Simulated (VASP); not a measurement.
Input of a VASP 6.6.1 run:

Contents of INCAR:

```
SYSTEM = Li
ALGO = Normal
EDIFF = 1E-7
ENCUT = 520
GGA = RP
ISIF = 2
ISMEAR = -1
IVDW = 13
LASPH = .True.
LCHARG = .True.
LELF = .True.
LREAL = .False.
LVHAR = .True.
LWAVE = .False.
NBANDS = 8
NELM = 60
PREC = Accurate
SIGMA = 0.05
```

File KPOINTS:

```
k-points
0
Gamma
  11 11 11
  0 0 0
```

The input POSCAR:

```
Li
1.0
   -1.7263203413      1.7263203413      1.7263203413
    1.7263203413     -1.7263203413      1.7263203413
    1.7263203413      1.7263203413     -1.7263203413
Li
1
Direct
    0.0000000000      0.0000000000      0.0000000000
```

Potentials or basis: VASP PAW PBE potentials, release 64 (Li_sv).

Launch:

```sh
$ cat potpaw_PBE.64/Li_sv/POTCAR > POTCAR
$ mpirun -np 1 vasp_std > vasp.out
```

Question: What does it give for the dispersion energy per atom?

Answer: -0.039 eV.
